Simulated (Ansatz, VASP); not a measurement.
## SnPt3: VASP beside Ansatz

Contents of INCAR:

```
SYSTEM = SnPt3
PREC     = Accurate       ! precision mode
ENCUT    = 520            ! plane-wave cutoff, eV
EDIFF    = 1E-8           ! SCF threshold, eV
ISMEAR   = -1             ! smearing method
SIGMA    = 0.05           ! smearing width, eV
LREAL    = .False.        ! projectors in reciprocal space
LASPH    = .True.         ! aspherical terms in the spheres
NELM     = 80             ! most SCF steps
ALGO     = Normal         ! electronic algorithm
ISIF     = 2              ! what is computed and relaxed
LWAVE    = .False.        ! write WAVECAR
LCHARG   = .False.        ! write CHGCAR
GGA      = CA             ! functional
LEFG     = .True.       
NBANDS   = 30             ! bands
```

Contents of KPOINTS:

```
regular mesh
0
Gamma
  8 8 8
  0 0 0
```

Contents of POSCAR:

```
SnPt3
1.0
    4.0000000000     -0.0400000000     -0.0400000000
   -0.0400000000      4.0000000000     -0.0400000000
   -0.0400000000     -0.0400000000      4.0000000000
Sn Pt
1 3
Direct
    0.0000000000      0.0000000000      0.0000000000
    0.0000000000      0.5000000000      0.5000000000
    0.5000000000      0.0000000000      0.5000000000
    0.5000000000      0.5000000000      0.0000000000
```

Input for Ansatz:

```yaml
crystal:
  lattice:
    - [4.0, -0.04, -0.04]
    - [-0.04, 4.0, -0.04]
    - [-0.04, -0.04, 4.0]
  atoms:
    - { symbol: Sn, position: [0.0, 0.0, 0.0] }
    - { symbol: Pt, position: [0.0, 0.5, 0.5] }
    - { symbol: Pt, position: [0.5, 0.0, 0.5] }
    - { symbol: Pt, position: [0.5, 0.5, 0.0] }
kpoints:
  mp_grid: { grid: [8, 8, 8] }
scf:
  occupations: { method: fermi_dirac, width: 0.05 }
hamiltonian:
  xc: lda
  pseudopotentials: { kind: paw }
output:
  forces: true
  stress: true
  eigenvalues: true
  efg: { contact_densities: true }
```

Change from the starting cell: equal xy, yz and zx shear strains of -2 %, PAW files.

Alike in both runs: task electric field gradients; functional LDA; k mesh 8 × 8 × 8; occupations fermi-dirac, width 0.05 eV; no spin polarisation.

|  | VASP | Ansatz |
| --- | --- | --- |
| version | VASP 6.6.1 | Ansatz 0.2.0 |
| potentials or method | VASP PAW LDA potentials, release 64 (Sn_d, Pt) | PAW with Ansatz's default frozen-core files, scalar-relativistic |
| plane-wave cutoff (eV) | 520 | 420 |
| valence electrons in the cell | 44 | 68 |

```tsv
	VASP	Ansatz	Ansatz less VASP
pressure (GPa)	-2.6	-3.3	-0.72
traceless stress, the component that is largest in VASP (GPa)	1.48	1.44	-0.046
size of Vzz on the site where it differs most (V/Å²)	151.9	161.2	+9.24
```

LDA's correlation is that of Perdew and Zunger in VASP and of Perdew and Wang (1992) in Ansatz. VASP's potentials hold 44 valence electrons a cell and Ansatz's 68, so a difference there can come from the potentials and not from the codes.

Spin-orbit coupling is off throughout.
